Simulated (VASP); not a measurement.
CdS (Hawleyite): single point with PBE+D3(BJ)

The system is CdS (Hawleyite).

```
Cd S
1.0
     0.00000    2.92615    2.92615
     2.92615    0.00000    2.92615
     2.92615    2.92615    0.00000
Cd S
1 1
Direct
  0.00000 0.00000 0.00000
  0.25000 0.25000 0.25000
```

* Program: VASP 6.6.1
* Task: single point
* Functional: PBE
* Dispersion: D3(BJ)
* Potentials or basis: VASP PAW PBE potentials, release 64 (Cd, S)
* Cutoff: 520 eV
* k mesh: 6 × 6 × 6
* Occupations: gaussian, width 0.01 eV
* Spin: no spin polarisation

| Quantity | Value |
| --- | --- |
| Pressure | 0.4 GPa |
| Band gap on the k mesh | 1.13 eV, direct |
| Dispersion energy per atom | -0.303 eV |

Levels at points of the mesh, in eV from the valence-band top:
```tsv
k point	band 7	band 8	band 9	band 10	band 11	band 12
(0.00, 0.00, 0.00)	0.00	0.00	0.00	1.13	6.55	6.55
(0.50, 0.00, 0.00)	-4.34	-0.74	-0.74	3.00	7.01	7.01
(0.50, 0.50, 0.00)	-3.91	-1.85	-1.85	3.57	4.34	9.19
```

Run time: 18 s on 1 thread of Intel(R) Xeon(R) Platinum 8375C CPU @ 2.90GHz (Ice Lake), on a shared host, peak memory 0.18 GiB.

Expect the measured gap to be larger: semilocal functionals such as PBE lack the derivative discontinuity.
